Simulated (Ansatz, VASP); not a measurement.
Cu in VASP and in Ansatz

The input INCAR:

```
SYSTEM = Cu
ALGO = Normal ; EDIFF = 1E-7
EDIFFG = -0.01 ; ENCUT = 600
IBRION = 2 ; ISIF = 3
ISMEAR = -1 ; LASPH = .True.
LCHARG = .False. ; LREAL = .False.
LWAVE = .False. ; NELM = 80
NSW = 80 ; PREC = Accurate
SIGMA = 0.1
```

KPOINTS

```
k-points
0
Gamma
  16 16 16
  0 0 0
```

The input POSCAR:

```
Cu
1.0
   -1.4427900000      1.4427900000      1.3760800000
    1.4427900000     -1.4427900000      1.3760800000
    1.4427900000      1.4427900000     -1.3760800000
Cu
1
Direct
    0.0000000000      0.0000000000      0.0000000000
```

Input for Ansatz:

```yaml
crystal:
  lattice:
    - [-1.44279, 1.44279, 1.37608]
    - [1.44279, -1.44279, 1.37608]
    - [1.44279, 1.44279, -1.37608]
  atoms:
    - { symbol: Cu, position: [0.0, 0.0, 0.0] }
basis:
  ecutwfc: 571.4391111657479
kpoints:
  mp_grid:
    grid: [16, 16, 16]
hamiltonian:
  xc: lda
  dispersion: none
scf:
  occupations:
    method: fermi_dirac
relax:
  cell: {}
```

Alike in both runs: task relaxation of cell and atoms; functional LDA; k mesh 16 × 16 × 16; no spin polarisation.

|  | VASP | Ansatz |
| --- | --- | --- |
| version | VASP 6.6.1 | Ansatz 0.2.0 |
| potentials or method | VASP PAW LDA potentials, release 64 (Cu), cutoff 600 eV | plane waves, PAW |
| occupations | fermi-dirac, width 0.1 eV | fermi-dirac |
| valence electrons in the cell | 11 | 19 |

```csv
,VASP,Ansatz,Ansatz less VASP
relaxed volume (Å³/atom),10.99,10.94,-0.050
relaxed cell length with the largest relative difference (Å),2.427,2.426,-0.0009
```

LDA's correlation is that of Perdew and Zunger in VASP and of Perdew and Wang (1992) in Ansatz. VASP's potentials hold 11 valence electrons a cell and Ansatz's 19, so a difference there can come from the potentials and not from the codes.
